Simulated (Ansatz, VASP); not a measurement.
# One calculation of LiF, two programs

File INCAR:

```
ALGO = Normal
EDIFF = 1E-6
ENCUT = 750
GGA = PS
GGA_COMPAT = F
ISIF = 2
ISMEAR = 0
LASPH = T
LCHARG = F
LREAL = F
LWAVE = F
NBANDS = 12
NELM = 120
PREC = Accurate
SIGMA = 0.02
```

Contents of KPOINTS:

```
k-points
0
Gamma
  10 10 10
```

Contents of POSCAR:

```
LiF
1.0
    0.0000000000      2.0031739689      2.0031739689
    2.0031739689      0.0000000000      2.0031739689
    2.0031739689      2.0031739689      0.0000000000
Li F
1 1
Direct
    0.0000000000      0.0000000000      0.0000000000
    0.5000000000      0.5000000000      0.5000000000
```

Input for Ansatz:

```yaml
crystal:
  lattice:
    - [0.0, 2.0031739689, 2.0031739689]
    - [2.0031739689, 0.0, 2.0031739689]
    - [2.0031739689, 2.0031739689, 0.0]
  atoms:
    - { symbol: Li, position: [0.0, 0.0, 0.0] }
    - { symbol: F, position: [0.5, 0.5, 0.5] }
basis:
  ecutwfc: 420
kpoints:
  mp_grid: { grid: [10, 10, 10] }
  band_path:
    path:
      - [[0.0, 0.0, 0.0], [0.5, 0.0, 0.5], [0.625, 0.25, 0.625]]
      - [[0.375, 0.375, 0.75], [0.0, 0.0, 0.0], [0.5, 0.5, 0.5], [0.5, 0.25, 0.75], [0.5, 0.0, 0.5]]
    npoints: 10
hamiltonian:
  xc: pbesol
  pseudopotentials: { kind: paw, azcp: { folder: soft_1 } }
scf:
  occupations: { method: gaussian, width: 0.02 }
  n_extra_bands: 7
output:
  forces: true
  stress: true
  eigenvalues: true
```

Alike in both runs: task single point; functional PBEsol; k mesh 10 × 10 × 10; occupations gaussian, width 0.02 eV; no spin polarisation.

```csv
,VASP,Ansatz
version,VASP 6.6.1,Ansatz 0.2.0
potentials or method,"VASP PAW PBE potentials, release 64 (Li_sv, F), cutoff 750 eV","scalar-relativistic, plane waves, PAW"
valence electrons in the cell,10,10
```

VASP gave:

```
gap on the k mesh at the Fermi level (eV) : 9.05
least direct gap on the mesh (eV)         : 9.05
pressure (GPa)                            : -0.3
```

Problem. Estimate Ansatz's values.

Solution. gap on the k mesh at the Fermi level (eV): 9.06; least direct gap on the mesh (eV): 9.06; pressure (GPa): 0.0.

VASP's potentials were made for PBE, not for PBEsol, and Ansatz warns of the same on its side. With one functional, cell and mesh, what is left measures potentials, basis and numerics.
